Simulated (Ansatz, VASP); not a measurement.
## One calculation of Si2W, two programs

INCAR

```
SYSTEM = Si2W
ALGO = Normal
EDIFF = 1E-6
ENCUT = 520
GGA = PE
ISIF = 2
ISMEAR = 0
LASPH = .TRUE.
LCHARG = .TRUE.
LELF = .TRUE.
LREAL = .FALSE.
LVHAR = .TRUE.
LWAVE = .FALSE.
NBANDS = 43
NELM = 60
PREC = Accurate
SIGMA = 0.03
```

File KPOINTS:

```
k-points
0
G
  9 9 6
  0 0 0
```

File POSCAR:

```
Si2W
1.0
    4.6143995253      0.0000000000      0.0000000000
   -2.3071997627      3.9961872121      0.0000000000
    0.0000000000      0.0000000000      6.6468916183
Si W
6 3
Direct
    0.8300872726      0.6601745453      0.5000000000
    0.1699127274      0.8300872726      0.8333333333
    0.6601745453      0.8300872726      0.1666666667
    0.1699127274      0.3398254547      0.5000000000
    0.8300872726      0.1699127274      0.8333333333
    0.3398254547      0.1699127274      0.1666666667
    0.0000000000      0.5000000000      0.1666666667
    0.5000000000      0.5000000000      0.8333333333
    0.5000000000      0.0000000000      0.5000000000
```

Input for Ansatz:

```yaml
crystal:
  lattice:
    - [4.6143995253, 0.0, 0.0]
    - [-2.3071997627, 3.9961872121, 0.0]
    - [0.0, 0.0, 6.6468916183]
  atoms:
    - { symbol: Si, position: [0.8300872726, 0.6601745453, 0.5] }
    - { symbol: Si, position: [0.1699127274, 0.8300872726, 0.8333333333] }
    - { symbol: Si, position: [0.6601745453, 0.8300872726, 0.1666666667] }
    - { symbol: Si, position: [0.1699127274, 0.3398254547, 0.5] }
    - { symbol: Si, position: [0.8300872726, 0.1699127274, 0.8333333333] }
    - { symbol: Si, position: [0.3398254547, 0.1699127274, 0.1666666667] }
    - { symbol: W, position: [0.0, 0.5, 0.1666666667] }
    - { symbol: W, position: [0.5, 0.5, 0.8333333333] }
    - { symbol: W, position: [0.5, 0.0, 0.5] }
basis:
  ecutwfc: 420
kpoints:
  mp_grid: { grid: [9, 9, 6] }
hamiltonian:
  xc: pbe
  pseudopotentials: { kind: paw, azcp: { folder: soft_1 } }
scf:
  occupations: { method: gaussian, width: 0.03 }
output:
  forces: true
  stress: true
  eigenvalues: true
```

Alike in both runs: task single point; functional PBE; k mesh 9 × 9 × 6; occupations gaussian, width 0.03 eV; no spin polarisation.

```csv
,VASP,Ansatz
version,VASP 6.6.1,Ansatz 0.2.0
potentials or method,"VASP PAW PBE potentials, release 64 (Si, W_sv), cutoff 520 eV","scalar-relativistic, plane waves, PAW"
valence electrons in the cell,66,66
```

VASP gave:

| Quantity | Value |
| --- | --- |
| gap on the k mesh at the Fermi level (eV) | 0.18 |
| least direct gap on the mesh (eV) | 0.67 |
| pressure (GPa) | 0.7 |
| traceless stress, the component that is largest in VASP (GPa) | 0.34 |
| rms of the force components (eV/Å) | 0.377 |

Problem. Estimate Ansatz's values.

Solution. gap on the k mesh at the Fermi level (eV): 0.18; least direct gap on the mesh (eV): 0.67; pressure (GPa): 0.6; traceless stress, the component that is largest in VASP (GPa): 0.34; rms of the force components (eV/Å): 0.376.

Atom by atom the forces differ by 0.001 eV/Å (rms over components). The functional is the same, so the differences come from potentials, cutoffs and numerics.

Spin-orbit coupling is off throughout.
